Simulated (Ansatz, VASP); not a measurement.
**Two plane-wave programs on ZnCu**

```
Zn Cu
1.0
     2.96450    0.00000    0.00000
     0.00000    2.96450    0.00000
     0.00000    0.00000    2.96450
Zn Cu
1 1
Direct
  0.50000 0.50000 0.50000
  0.00000 0.00000 0.00000
```

Alike in both runs: task single point; functional r2SCAN; k mesh 9 × 9 × 9; occupations fermi-dirac, width 0.05 eV; no spin polarisation.

|  | VASP | Ansatz |
| --- | --- | --- |
| version | VASP 6.6.1 | Ansatz 0.2.0 |
| potentials or method | VASP PAW PBE potentials, release 64 (Zn, Cu) | Ansatz PAW |
| plane-wave cutoff (eV) | 660 | 500 |
| valence electrons in the cell | 23 | 31 |

|  | VASP | Ansatz | Ansatz less VASP |
| --- | --- | --- | --- |
| gap on the k mesh at the Fermi level (eV) | none | none | - |
| pressure (GPa) | -4.9 | -5.4 | -0.45 |

VASP's potentials were made for PBE, not for r2SCAN. A gap of «none» marks a metal or a gap that the smearing closes. VASP's potentials hold 23 valence electrons a cell and Ansatz's 31, so a difference there can come from the potentials and not from the codes.
